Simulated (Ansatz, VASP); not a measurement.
InP: VASP beside Ansatz

File POSCAR:

```
InP
1.0
    0.0000000000      2.9237328446      2.9237328446
    2.9237328446      0.0000000000      2.9237328446
    2.9237328446      2.9237328446      0.0000000000
In P
1 1
Direct
    0.0000000000      0.0000000000      0.0000000000
    0.2500000000      0.2500000000      0.2500000000
```

INCAR.step1

```
SYSTEM = InP
PREC     = Accurate       ! precision mode
ENCUT    = 520            ! plane-wave cutoff, eV
ISMEAR   = 0              ! smearing method
SIGMA    = 0.02           ! smearing width, eV
LREAL    = .FALSE.        ! projectors in reciprocal space
LASPH    = .TRUE.         ! aspherical terms in the spheres
NELM     = 60             ! most SCF steps
NBANDS   = 16             ! bands
GGA      = PE             ! functional
ALGO     = Normal         ! electronic algorithm
EDIFF    = 1E-4           ! SCF threshold, eV
LWAVE    = .TRUE.         ! write WAVECAR
LCHARG   = .FALSE.        ! write CHGCAR
```

The input INCAR.step2:

```
SYSTEM = InP
PREC     = Accurate       ! precision mode
ENCUT    = 520            ! plane-wave cutoff, eV
EDIFF    = 1E-7           ! SCF threshold, eV
ISMEAR   = 0              ! smearing method
SIGMA    = 0.02           ! smearing width, eV
LREAL    = .FALSE.        ! projectors in reciprocal space
LASPH    = .TRUE.         ! aspherical terms in the spheres
NELM     = 60             ! most SCF steps
ALGO     = Normal         ! electronic algorithm
ISIF     = 2              ! what is computed and relaxed
LWAVE    = .FALSE.        ! write WAVECAR
LCHARG   = .FALSE.        ! write CHGCAR
METAGGA  = R2SCAN         ! meta-GGA
LMIXTAU  = .TRUE.       
NBANDS   = 16             ! bands
ISTART   = 1
```

File KPOINTS:

```
Automatic mesh
0
G
  8 8 8
  0 0 0
```

Input for Ansatz:

```yaml
crystal:
  lattice:
    - [0.0, 2.9237328619, 2.9237328619]
    - [2.9237328619, 0.0, 2.9237328619]
    - [2.9237328619, 2.9237328619, 0.0]
  atoms:
    - { symbol: In, position: [0.0, 0.0, 0.0] }
    - { symbol: P, position: [0.25, 0.25, 0.25] }
basis:
  ecutwfc: 500
kpoints:
  mp_grid: { grid: [8, 8, 8] }
hamiltonian:
  xc: r2scan
scf:
  occupations: { method: gaussian, width: 0.02 }
output:
  forces: true
  stress: true
  eigenvalues: true
```

Alike in both runs: task single point; functional r2SCAN; k mesh 8 × 8 × 8; occupations gaussian, width 0.02 eV; no spin polarisation.

|  | VASP | Ansatz |
| --- | --- | --- |
| version | VASP 6.6.1 | Ansatz 0.2.0 |
| potentials or method | VASP PAW PBE potentials, release 64 (In_d, P), cutoff 520 eV | scalar-relativistic, plane waves, PAW |
| valence electrons in the cell | 18 | 18 |

|  | VASP | Ansatz | Ansatz less VASP |
| --- | --- | --- | --- |
| gap on the k mesh at the Fermi level (eV) | 1.21 | 1.21 | -0.005 |
| least direct gap on the mesh (eV) | 1.21 | 1.21 | -0.005 |
| pressure (GPa) | 2.1 | 2.2 | +0.12 |

VASP's potentials were made for PBE, not for r2SCAN.
